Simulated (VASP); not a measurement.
Wanted: the native input for a VASP 6.6.1 run.

| Property | Result |
| --- | --- |
| Task | single point |
| Functional | PBE |
| Dispersion | D3(BJ) |
| Potentials or basis | VASP PAW PBE potentials, release 64 (C, O, H) |
| Cutoff | 520 eV |
| k mesh | 1 × 1 × 1 |
| Occupations | fermi-dirac, width 0.002 eV |
| Spin | no spin polarisation |
| Dipole correction | no |
| Further INCAR settings | LREAL = Auto; ALGO = Normal; EDIFF = 1e-07; NBANDS = 70 |

The structure of H2CO lies in POSCAR:

```
H2CO
1.0
    8.7538210000      0.0000000000      0.0000000000
    0.0000000000      8.7538210000      0.0000000000
    0.0000000000      0.0000000000      8.7538210000
C O H
8 8 16
Direct
    0.5394215852      0.7337367305      0.5551518588
    0.3247724622      0.1919504637      0.4192683401
    0.2866633896      0.8976879925      0.8040146126
    0.1500601851      0.6109446378      0.4303377919
    0.6371731841      0.7033842707      0.1169317947
    0.7822298400      0.2810886812      0.1423721138
    0.2626053240      0.4143105051      0.9125272267
    0.9195413066      0.0913201218      0.6915494388
    0.4061769141      0.6939598148      0.5533240856
    0.6607743064      0.7894495444      0.5456131671
    0.3078084416      0.0631495663      0.4435091830
    0.3549764154      0.3222021561      0.3995398124
    0.1828344445      0.8262449049      0.7799565470
    0.3852489102      0.9787840076      0.8518794250
    0.1316225223      0.5520103735      0.5440709834
    0.1899399131      0.6642813464      0.3143427310
    0.6824676904      0.6161423680      0.0465054060
    0.6959932126      0.6871856301      0.2287800950
    0.5059276401      0.6833815770      0.1050855392
    0.6883965299      0.8063792943      0.0549245866
    0.8577511466      0.1841938509      0.1799328545
    0.7538993544      0.3756074062      0.2088002485
    0.6770757593      0.2283003045      0.0941417468
    0.8239944591      0.3356934075      0.0321345387
    0.3890643869      0.4083017005      0.9143435764
    0.2002097141      0.3303357471      0.9859123233
    0.2289286016      0.4175433791      0.7918941911
    0.2212976482      0.5249250584      0.9605062749
    0.9841530915      0.1777737973      0.7633466574
    0.8140787891      0.1456278350      0.6702101859
    0.9166054458     -0.0209051567      0.7434467760
    0.9920810581      0.0775318572      0.5890799001
```

One way to write it, as run:

INCAR

```
ALGO = Normal
EDIFF = 1E-7
ENCUT = 520
GGA = PE
ISIF = 2
ISMEAR = -1
IVDW = 12
LASPH = True
LCHARG = True
LELF = True
LREAL = Auto
LVHAR = True
LWAVE = False
NBANDS = 70
NELM = 60
PREC = Accurate
SIGMA = 0.002
```

KPOINTS

```
k-points
0
Gamma
  1 1 1
```

Potentials or basis: VASP PAW PBE potentials, release 64 (C, O, H).

Command:

```sh
$ cat potpaw_PBE.64/C/POTCAR potpaw_PBE.64/O/POTCAR potpaw_PBE.64/H/POTCAR > POTCAR
$ mpirun -np 1 vasp_gam > vasp.out
```

It gave:

```
Pressure                   : 0.3 GPa
Largest force              : 6.926 eV/Å
Band gap on the k mesh     : 6.28 eV
Dispersion energy per atom : -0.025 eV
```

Caveat: the k points lie up to 0.72 Å⁻¹ apart; the atoms stand as in a frame of molecular dynamics.

It took 97 s on 1 thread of AMD EPYC 7R13 Processor (Zen 3) (shared host), peak memory 0.62 GiB.
